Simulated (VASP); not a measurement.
# Pd (Fm-3m) in VASP: single point with r2SCAN

Aim: the single point of Pd with r2SCAN.

Everything below comes from runs of VASP 6.6.1. Logs are shortened: lines on timing, memory, paths and dates and some standing lists are left out, and cuts for length are marked.

### Step 1. The cell of the first run

It takes space group Fm-3m (No. 225, cubic). Conventional cell: a = 3.917 Å, b = 3.917 Å, c = 3.917 Å, α = 90.00°, β = 90.00°, γ = 90.00°. Within 3.7 Å of Pd (site symmetry m-3m) lie 12 Pd at 2.77 Å.

### Step 2. Single point, r2SCAN, collinear spin

POSCAR reads:

```
Pd
1.0
    0.0000000000      1.9586507875      1.9586507875
    1.9586507875      0.0000000000      1.9586507875
    1.9586507875      1.9586507875      0.0000000000
Pd
1
Direct
    0.0000000000      0.0000000000      0.0000000000
```

INCAR.step1 reads:

```
  ALGO = Normal
  EDIFF = 1E-5
  ENCUT = 550
  GGA = PE
  GGA_COMPAT = F
  ISMEAR = 0
  ISPIN = 2
  LASPH = T
  LCHARG = F
  LMAXMIX = 4
  LREAL = F
  LWAVE = T
  MAGMOM = 1
  NBANDS = 15
  NELM = 200
  PREC = Accurate
  SIGMA = 0.1
```

INCAR.step2 reads:

```
  ALGO = Normal
  EDIFF = 1E-6
  ENCUT = 550
  GGA_COMPAT = F
  ISIF = 2
  ISMEAR = 0
  ISPIN = 2
  ISTART = 1
  LASPH = T
  LCHARG = F
  LMAXMIX = 4
  LMIXTAU = T
  LORBIT = 11
  LREAL = F
  LWAVE = F
  MAGMOM = 1
  METAGGA = R2SCAN
  NBANDS = 15
  NELM = 200
  PREC = Accurate
  SIGMA = 0.1
```

KPOINTS reads:

```
k-points
0
Gamma
  8 8 8
```

Potentials or basis: VASP PAW PBE potentials, release 64 (Pd).

On the command line:

```console
cat potpaw_PBE.64/Pd/POTCAR > POTCAR
cp INCAR.step1 INCAR
mpirun -np 1 vasp_std > vasp.out
cp INCAR.step2 INCAR
mpirun -np 1 vasp_std > vasp.out
```

OUTCAR:

```text
EDIFF = 1E-6
   ENCUT = 550
   ISIF = 2
   ISMEAR = 0
   ISPIN = 2
   ISTART = 1
   LASPH = T
   LORBIT = 11
   LREAL = F
   METAGGA = R2SCAN
   NELM = 200
   PREC = Accurate

 ion  position               nearest neighbor table
   1  0.000  0.000  0.000-

  LATTYP: Found a face centered cubic cell.
 ALAT       =     3.9173015750

  Lattice vectors:

 A1 = (   0.0000000000,   1.9586507875,   1.9586507875)
 A2 = (   1.9586507875,   0.0000000000,   1.9586507875)
 A3 = (   1.9586507875,   1.9586507875,   0.0000000000)

Analysis of symmetry for initial positions (statically):
=====================================================================
 Subroutine PRICEL returns:
 Original cell was already a primitive cell.

 Routine SETGRP: Setting up the symmetry group for a
 face centered cubic supercell.

 Subroutine GETGRP returns: Found 48 space group operations
 (whereof 48 operations were pure point group operations)
 out of a pool of 48 trial point group operations.

The static configuration has the point symmetry O_h .

Analysis of symmetry for dynamics (positions and initial velocities):
=====================================================================
 Subroutine PRICEL returns:
 Original cell was already a primitive cell.

 Routine SETGRP: Setting up the symmetry group for a
 face centered cubic supercell.

 Subroutine GETGRP returns: Found 48 space group operations
 (whereof 48 operations were pure point group operations)
 out of a pool of 48 trial point group operations.

The dynamic configuration has the point symmetry O_h .

Analysis of structural, dynamic, and magnetic symmetry:
=====================================================================
 Subroutine PRICEL returns:
 Original cell was already a primitive cell.

 Routine SETGRP: Setting up the symmetry group for a
 face centered cubic supercell.

 Subroutine GETGRP returns: Found 48 space group operations
 (whereof 48 operations were pure point group operations)
 out of a pool of 48 trial point group operations.

The overall configuration has the point symmetry O_h .

 Subroutine INISYM returns: Found 48 space group operations
 (whereof 48 operations are pure point group operations),
 and found     1 'primitive' translations

----------------------------------------------------------------------------------------

                                     Primitive cell

  volume of cell :      15.0280

  direct lattice vectors                    reciprocal lattice vectors
     0.000000000  1.958650788  1.958650788    -0.255277767  0.255277767  0.255277767
     1.958650788  0.000000000  1.958650788     0.255277767 -0.255277767  0.255277767
     1.958650788  1.958650788  0.000000000     0.255277767  0.255277767 -0.255277767

  length of vectors
     2.769950508  2.769950508  2.769950508     0.442154063  0.442154063  0.442154063

  position of ions in fractional coordinates (direct lattice)
     0.000000000  0.000000000  0.000000000

  ion indices of the primitive-cell ions
   primitive index   ion index
                 1           1

----------------------------------------------------------------------------------------

 KPOINTS: k-points

Automatic generation of k-mesh.
 Grid dimensions read from file:
 generate k-points for:    8    8    8

 Generating k-lattice:

  Cartesian coordinates                     Fractional coordinates (reciprocal lattice)
    -0.031909721  0.031909721  0.031909721     0.125000000  0.000000000  0.000000000
     0.031909721 -0.031909721  0.031909721     0.000000000  0.125000000  0.000000000
     0.031909721  0.031909721 -0.031909721     0.000000000  0.000000000  0.125000000

  Length of vectors
     0.055269258  0.055269258  0.055269258

  Shift w.r.t. Gamma in fractional coordinates (k-lattice)
     0.000000000  0.000000000  0.000000000

 Subroutine IBZKPT returns following result:
 ===========================================

 Found     29 irreducible k-points:

 Following reciprocal coordinates:
            Coordinates               Weight
  0.000000  0.000000  0.000000      1.000000
  0.125000  0.000000  0.000000      8.000000
  0.250000  0.000000  0.000000      8.000000
  0.375000  0.000000  0.000000      8.000000
  0.500000  0.000000  0.000000      4.000000
  0.125000  0.125000  0.000000      6.000000
[... 16 lines left out ...]
  0.500000  0.250000  0.125000     48.000000
 -0.375000  0.250000  0.125000     24.000000
 [... further k-points ...]
   k-points           NKPTS =     29   k-points in BZ     NKDIM =     29   number of bands    NBANDS=     15
   number of dos      NEDOS =    301   number of ions     NIONS =      1
   total plane-waves  NPLWV =  13824
   dimension x,y,z NGX =    24 NGY =   24 NGZ =   24
   dimension x,y,z NGXF=    48 NGYF=   48 NGZF=   48
   ions per type =               1
   NGX,Y,Z   is equivalent  to a cutoff of  14.40, 14.40, 14.40 a.u.
   NGXF,Y,Z  is equivalent  to a cutoff of  28.81, 28.81, 28.81 a.u.
 SYSTEM =  unknown system
   PREC   = accura    normal or accurate (medium, high low for compatibility)
   ISTART =      1    job   : 0-new  1-cont  2-samecut
   ICHARG =      0    charge: 1-file 2-atom 10-const
   ISPIN  =      2    spin polarized calculation?
   LNONCOLLINEAR =      F non collinear calculations
   LSORBIT =      F    spin-orbit coupling
   LASPH  =      T    aspherical Exc in radial PAW
   ENCUT  =  550.0 eV  40.42 Ry    6.36 a.u.   5.30  5.30  5.30*2*pi/ulx,y,z
   NELM   =    200;   NELMIN=  2; NELMDL=  0     # of ELM steps
   EDIFF  = 0.1E-05   stopping-criterion for ELM
   LREAL  =      F    real-space projection
   EDIFFG = 0.1E-04   stopping-criterion for IOM
   NSW    =      0    number of steps for IOM
   IBRION =     -1    ionic relax: 0-MD 1-quasi-New 2-CG
   NFREE  =      0    steps in history (QN), initial steepest desc. (CG)
   ISIF   =      2    stress and relaxation
   ISYM   =      2    0-nonsym 1-usesym 2-fastsym
   POTIM  = 0.5000    time-step for ionic-motion
   TEBEG  =    0.0;   TEEND  =   0.0 temperature during run
   PSTRESS=    0.0 pullay stress
   NELECT =      10.0000    total number of electrons
   NUPDOWN=      -1.0000    fix difference up-down
   EMIN   =  10.00;   EMAX   =-10.00  energy-range for DOS
   EFERMI =   0.00;   METHOD = LEGACY
   ISMEAR =     0;   SIGMA  =   0.10  broadening in eV -4-tet -1-fermi 0-gaus
   EFERMI_NEDOS =   21; number of points for ismear=-14 and -15
   IALGO  =     38    algorithm
   IMIX   =      4    mixing-type and parameters
     AMIX     =   0.40;   BMIX     =  1.00
     AMIX_MAG =   1.60;   BMIX_MAG =  1.00
  volume/ion in A,a.u.               =      15.03       101.41
  Fermi-wavevector in a.u.,A,eV,Ry     =   1.429249  2.700889 27.793328  2.042752
  Thomas-Fermi vector in A             =   2.549223
   LORBIT       =     11    0 simple, 1 ext, 2 COOP (PROOUT), +10 PAW based schemes
   METAGGA = R2SCAN    functional components
   LHFCALC =     F    Hartree Fock is set to
   AEXX    =    0.0000 exact exchange contribution
   IVDW    =     0    specifies the selected vdW correction
   LEPSILON=     F    determine dielectric tensor
   LRPA    =     F    only Hartree local field effects (RPA)
 spin polarized calculation
 Gauss-broadening in eV      SIGMA  =   0.10
  energy-cutoff  :      550.00
  volume of cell :       15.03
 maximum number of plane-waves:       459
 NGX is ok and might be reduce to    24
   NGX = 11   NGY = 11   NGZ = 11

 number of electron       9.9999999 magnetization      -0.0197477

 number of electron       9.9999999 magnetization       0.0018747

 Free energy of the ion-electron system (eV)
  ---------------------------------------------------
  ext. energy  EPLUGINS =         0.00000000
  ---------------------------------------------------
  free energy    TOTEN  =       -22.93407306 eV

  energy without entropy =      -22.92376190  energy(sigma->0) =      -22.92891748

 E-fermi :   9.4068     XC(G=0): -13.9766

 val. band max:        9.3969066235   @ k =   0.5000   0.2500   0.0000
 cond. band min:       9.4933303769   @ k =   0.5000   0.3750   0.0000
 fundamental gap:      0.0964237535
 Fermi energy:         9.4067528010

 spin component 1

 k-point     1 :       0.0000    0.0000    0.0000
  band No.  band energies     occupation
      1       2.2699      1.00000
      2       6.5028      1.00000
      3       6.5028      1.00000
      4       6.5028      1.00000
      5       8.0710      1.00000
      6       8.0710      1.00000
      7      27.3155      0.00000
      8      31.9525      0.00000
      9      32.1800      0.00000
     10      32.1800      0.00000
     11      32.1800      0.00000
     12      37.6371      0.00000
     13      40.7361      0.00000
     14      40.7361      0.00000
[... 401 lines left out ...]
      2       5.7062      1.00000
      3       6.9356      1.00000
      4       7.3490      1.00000
      5       9.1767      0.99943
      6      14.4524      0.00000
      7      16.9779      0.00000
      8      25.5950      0.00000
      9      25.8683      0.00000
     10      31.3559      0.00000
     11      31.9881      0.00000
     12      37.0951      0.00000
     13      40.8542      0.00000
     14      43.1119      0.00000
     15      43.4408      0.00000

 [... further k-points ...]

 spin component 2

 k-point     1 :       0.0000    0.0000    0.0000
  band No.  band energies     occupation
      1       2.2698      1.00000
      2       6.5050      1.00000
      3       6.5050      1.00000
      4       6.5050      1.00000
      5       8.0725      1.00000
      6       8.0725      1.00000
      7      27.3155      0.00000
      8      31.9570      0.00000
      9      32.1800      0.00000
     10      32.1800      0.00000
     11      32.1800      0.00000
     12      37.6368      0.00000
     13      40.7366      0.00000
     14      40.7366      0.00000
[... 401 lines left out ...]
      2       5.7074      1.00000
      3       6.9372      1.00000
      4       7.3506      1.00000
      5       9.1791      0.99936
      6      14.4529      0.00000
      7      16.9790      0.00000
      8      25.5952      0.00000
      9      25.8687      0.00000
     10      31.3561      0.00000
     11      31.9926      0.00000
     12      37.0954      0.00000
     13      40.8545      0.00000
     14      43.1142      0.00000
     15      43.4435      0.00000

 [... further k-points ...]

------------------------ aborting loop because EDIFF is reached ----------------------------------------

  FORCE on cell =-STRESS in cart. coord.  units (eV):
  Direction    XX          YY          ZZ          XY          YZ          ZX
  --------------------------------------------------------------------------------------
  -------------------------------------------------------------------------------------
  Total        0.0041103      0.0041103      0.0041103     -0.0000000     -0.0000000     -0.0000000
  in kB        0.4382151      0.4382151      0.4382151     -0.0000000     -0.0000000     -0.0000000
  external PRESSURE =       0.4382151 kB  Pullay stress =       0.0000000 kB

 VOLUME and BASIS-vectors are now :
 -----------------------------------------------------------------------------
  energy-cutoff  :      550.00
  volume of cell :       15.03
      direct lattice vectors                 reciprocal lattice vectors
     0.000000000  1.958650788  1.958650788    -0.255277767  0.255277767  0.255277767
     1.958650788  0.000000000  1.958650788     0.255277767 -0.255277767  0.255277767
     1.958650788  1.958650788  0.000000000     0.255277767  0.255277767 -0.255277767

 POSITION                                       TOTAL-FORCE (eV/Angst)
 -----------------------------------------------------------------------------------
      0.00000      0.00000      0.00000         0.000000     -0.000000      0.000000
 -----------------------------------------------------------------------------------
    total drift:                               -0.000000      0.000000     -0.000000

  FREE ENERGIE OF THE ION-ELECTRON SYSTEM (eV)
  ---------------------------------------------------
  free  energy   TOTEN  =       -22.9340730612 eV

  energy  without entropy=      -22.9237618958  energy(sigma->0) =      -22.92891748

 total charge

# of ion       s       p       d       tot
------------------------------------------
    1        0.496   0.436   8.516   9.448

 magnetization (x)

# of ion       s       p       d       tot
------------------------------------------
    1       -0.000  -0.000   0.003   0.003
```

It took 54 s on 1 thread of Intel Xeon Platinum 8488C (Sapphire Rapids), shared host; peak memory 0.16 GiB.

Results:

| Quantity | Value |
| --- | --- |
| Free energy | -22.9341 eV |
| Pressure | 0.0 GPa |
| Band gap on the k mesh | zero (filled and empty bands overlap) |
| Net moment | 0.00 μB per cell |
| Valence electrons inside the program's atomic spheres | Pd 9.45 |

Levels at points of the mesh, in eV from the Fermi level:
Spin up:
```csv
k point,band 3,band 4,band 5,band 6,band 7,band 8
"(0.00, 0.00, 0.00)",-2.90,-2.90,-1.34,-1.34,17.91,22.55
"(0.50, 0.00, 0.00)",-2.97,-0.10,-0.10,1.23,7.48,17.29
"(0.50, 0.50, 0.00)",-0.16,0.23,0.23,3.57,11.02,13.72
```
Spin down:
```
           k point  band 2  band 3  band 4  band 5  band 6  band 7  band 8  band 9
(0.00, 0.00, 0.00)   -2.90   -2.90   -2.90   -1.33   -1.33   17.91   22.55   22.77
(0.50, 0.00, 0.00)   -2.97   -2.97   -0.10   -0.10    1.23    7.48   17.29   21.84
(0.50, 0.50, 0.00)   -5.19   -0.16    0.23    0.23    3.57   11.02   13.72   13.72
```

Caveat: the PAW data sets were made with another functional, which shifts forces and pressure a little.
